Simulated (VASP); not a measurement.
Input of a VASP 6.6.1 run:

Contents of INCAR:

```
SYSTEM = GaP
PREC     = Accurate       ! precision mode
ENCUT    = 520            ! plane-wave cutoff, eV
EDIFF    = 1E-6           ! SCF threshold, eV
ISMEAR   = 0              ! smearing method
SIGMA    = 0.1            ! smearing width, eV
LREAL    = .False.        ! projectors in reciprocal space
LASPH    = .True.         ! aspherical terms in the spheres
NELM     = 60             ! most SCF steps
ALGO     = Normal         ! electronic algorithm
ISIF     = 2              ! what is computed and relaxed
LWAVE    = .False.        ! write WAVECAR
LCHARG   = .False.        ! write CHGCAR
GGA      = PE             ! functional
NBANDS   = 16             ! bands
```

File KPOINTS:

```
regular mesh
0
Gamma
  16 16 16
  0 0 0
```

The input POSCAR:

```
GaP
1.0
    0.0000000000      2.3580122323      2.3580122323
    2.3580122323      0.0000000000      2.3580122323
    2.3580122323      2.3580122323      0.0000000000
Ga P
1 1
Direct
    0.0000000000      0.0000000000      0.0000000000
    0.5000000000      0.5000000000      0.5000000000
```

Potentials or basis: VASP PAW PBE potentials, release 64 (Ga_d, P).

Launch:

```console
$ cat potpaw_PBE.64/Ga_d/POTCAR potpaw_PBE.64/P/POTCAR > POTCAR
$ mpirun -np 1 vasp_std > vasp.out
```

Question: What does it give for the pressure?

Answer: 43.7 GPa.

Question: What does it give for the band gap on the k mesh?

Answer: Zero (band 9 reaches 10.64 eV, above the bottom of band 10 at 7.16 eV).

Caveat: the cell differs from its parent crystal (N replaced by P, lengths x 1.112, strained).
